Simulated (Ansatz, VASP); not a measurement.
## One calculation of PbSe, two programs

The input INCAR:

```
PREC = Accurate ; ENCUT = 520
EDIFF = 1E-6 ; ISMEAR = 0
SIGMA = 0.05 ; LREAL = F
LASPH = T ; NELM = 100
ALGO = Normal ; ISIF = 2
LWAVE = F ; LCHARG = F
GGA = PE ; NBANDS = 28
```

The input KPOINTS:

```
Automatic mesh
0
Gamma
  8 8 6
```

Contents of POSCAR:

```
PbSe
1.0
    4.2709919997      0.0640648800      0.0000000000
   -2.0800141863      3.6667551311      0.0000000000
    0.0000000000      0.0000000000      7.6440140151
Pb Se
2 2
Direct
    0.3333333333      0.6666666667      0.2500000000
    0.6666666667      0.3333333333      0.7500000000
    0.0000000000      0.0000000000      0.0000000000
    0.0000000000      0.0000000000      0.5000000000
```

Input for Ansatz:

```yaml
crystal:
  lattice:
    - [4.2709919997, 0.06406488, 0.0]
    - [-2.0800141863, 3.6667551311, 0.0]
    - [0.0, 0.0, 7.6440140151]
  atoms:
    - { symbol: Pb, position: [0.3333333333, 0.6666666667, 0.25] }
    - { symbol: Pb, position: [0.6666666667, 0.3333333333, 0.75] }
    - { symbol: Se, position: [0.0, 0.0, 0.0] }
    - { symbol: Se, position: [0.0, 0.0, 0.5] }
basis:
  ecutwfc: 420
  ecutrho_ratio: 4
kpoints:
  mp_grid: { grid: [8, 8, 6] }
hamiltonian:
  xc: pbe
scf:
  occupations: { method: gaussian, width: 0.05 }
output:
  forces: true
  stress: true
  eigenvalues: true
```

Change from the starting cell: strain e6 = +0.03, atoms carried along.

Alike in both runs: task single point; functional PBE; k mesh 8 × 8 × 6; occupations gaussian, width 0.05 eV; no spin polarisation.

|  | VASP | Ansatz |
| --- | --- | --- |
| version | VASP 6.6.1 | Ansatz 0.2.0 |
| potentials or method | VASP PAW PBE potentials, release 64 (Pb_d, Se), cutoff 520 eV | scalar-relativistic, plane waves, PAW |
| valence electrons in the cell | 40 | 60 |

Ansatz gave:

| Property | Result |
| --- | --- |
| gap on the k mesh at the Fermi level (eV) | 0.13 |
| least direct gap on the mesh (eV) | 0.22 |
| pressure (GPa) | 0.0 |
| traceless stress, the component that is largest in VASP (GPa) | -0.36 |
| rms of the force components (eV/Å) | 0.009 |

Question: Estimate VASP's values.

Answer: gap on the k mesh at the Fermi level (eV): 0.14; least direct gap on the mesh (eV): 0.23; pressure (GPa): 0.0; traceless stress, the component that is largest in VASP (GPa): -0.36; rms of the force components (eV/Å): 0.009.

Atom by atom the forces differ by 0.000 eV/Å (rms over components). VASP's potentials hold 40 valence electrons a cell and Ansatz's 60, so a difference there can come from the potentials and not from the codes.

Spin-orbit coupling is off throughout.
